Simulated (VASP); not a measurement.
A run of VASP 6.6.1:

POSCAR

```
MoS2
1.0
    3.1690000000      0.0000000000      0.0000000000
   -1.5845000000      2.7444345046      0.0000000000
    0.0000000000      0.0000000000     12.3240000000
Mo S
2 4
Direct
    0.3333333333      0.6666666667      0.2500000000
    0.6666666667      0.3333333333      0.7500000000
    0.3333333333      0.6666666667      0.6230000000
    0.6666666667      0.3333333333      0.1230000000
    0.3333333333      0.6666666667      0.8770000000
    0.6666666667      0.3333333333      0.3770000000
```

File INCAR.step1:

```
SYSTEM = MoS2
PREC = Accurate ; ENCUT = 520
ISMEAR = 0 ; SIGMA = 0.1
LREAL = .FALSE. ; LASPH = .TRUE.
NELM = 100 ; NBANDS = 35
GGA = PE ; ALGO = Normal
EDIFF = 1E-4 ; LWAVE = .TRUE.
LCHARG = .FALSE.
```

The input INCAR.step2:

```
SYSTEM = MoS2
PREC = Accurate ; ENCUT = 520
EDIFF = 1E-6 ; ISMEAR = 0
SIGMA = 0.1 ; LREAL = .FALSE.
LASPH = .TRUE. ; NELM = 100
ALGO = Normal ; ISIF = 2
LWAVE = .FALSE. ; LCHARG = .FALSE.
METAGGA = R2SCAN ; LMIXTAU = .TRUE.
LUSE_VDW = .TRUE. ; IVDW_NL = 2
BPARAM = 11.95 ; CPARAM = 0.0093
NBANDS = 35 ; ISTART = 1
```

KPOINTS

```
regular mesh
0
G
  6 6 2
  0 0 0
```

Potentials or basis: VASP PAW PBE potentials, release 64 (Mo_sv, S).

Run with:

```sh
$ cat potpaw_PBE.64/Mo_sv/POTCAR potpaw_PBE.64/S/POTCAR > POTCAR
$ cp INCAR.step1 INCAR
$ mpirun -np 1 vasp_std > vasp.out
$ cp INCAR.step2 INCAR
$ mpirun -np 1 vasp_std > vasp.out
```

Hardware: 1 thread of Intel(R) Xeon(R) Platinum 8488C (Sapphire Rapids), with other jobs on the host.

Estimate the wall time of this run.

Wall time 2.6 min on 1 thread of Intel(R) Xeon(R) Platinum 8488C (Sapphire Rapids) (shared host), peak memory 0.46 GiB. Counts: k points 14.
